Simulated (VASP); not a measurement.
Here is a VASP 6.6.1 calculation.

The input INCAR:

```
ALGO     = Fast           # electronic algorithm
EDIFF    = 1E-7           # SCF threshold, eV
ENCUT    = 520            # plane-wave cutoff, eV
ISIF     = 2              # what is computed and relaxed
ISMEAR   = 0              # smearing method
LASPH    = True           # aspherical terms in the spheres
LCHARG   = False          # write CHGCAR
LREAL    = False          # projectors in reciprocal space
LWAVE    = False          # write WAVECAR
NBANDS   = 16             # bands
NELM     = 60             # most SCF steps
PREC     = Accurate       # precision mode
SIGMA    = 0.05           # smearing width, eV
```

KPOINTS

```
k-points
0
Gamma
  8 8 6
```

Contents of POSCAR:

```
K
1.0
    2.4379623500     -4.0476104500      0.0000000000
    2.4379623500      4.0476104500      0.0000000000
    0.0000000000      0.0000000000      7.8117980100
K
2
Direct
    0.8206130200      0.1793869800      0.2500000000
    0.1793869800      0.8206130200      0.7500000000
```

Potentials or basis: VASP PAW LDA potentials, release 64 (K_sv).

Command:

```sh
$ cat potpaw_LDA.64/K_sv/POTCAR > POTCAR
$ mpirun -np 1 vasp_std > vasp.out
```

Predict the band gap on the k mesh.

zero (bands 9 and 10 overlap by 2.49 eV).

Estimate the pressure.

-0.6 GPa.

Stress tensor (GPa, compression positive):
```
-0.56  0.00  0.00
 0.00 -0.50  0.00
 0.00  0.00 -0.69
```
